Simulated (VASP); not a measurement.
Runs of VASP 6.6.1 on Ni. The structure is that of space group Fm-3m (No. 225), or close to it. The cells are those of the table. 

| cell | gap on the mesh (eV) | pressure (GPa) | moment (μB) |
| --- | --- | --- | --- |
| a = 2.627 Å, angles 60.0°, 1 atom | none | -14.2 | 0.64 |
| a = 2.530 Å, angles 60.0°, 1 atom | none | (b) | (a) |
| a = 2.563 Å, angles 60.0°, 1 atom | none | -5.8 | 0.62 |
| a = 2.595 Å, angles 60.0°, 1 atom | none | -10.6 | (c) |

Alike in all rows: task single point; level BLYP; potentials or basis VASP PAW PBE potentials, release 64 (Ni); spin collinear, ferromagnetic start; k mesh 25 × 25 × 25; cutoff (eV) 520; smearing fermi-dirac 0.05 eV.

Task: Fill in the values left out.

Result: (a) 0.61; (b) 0.1; (c) 0.63.

Caveats: the PAW data sets were made with another functional, which shifts forces and pressure a little; the cell stands under tension (at least some runs).

A gap of «none» marks levels without a gap at the run's occupations.
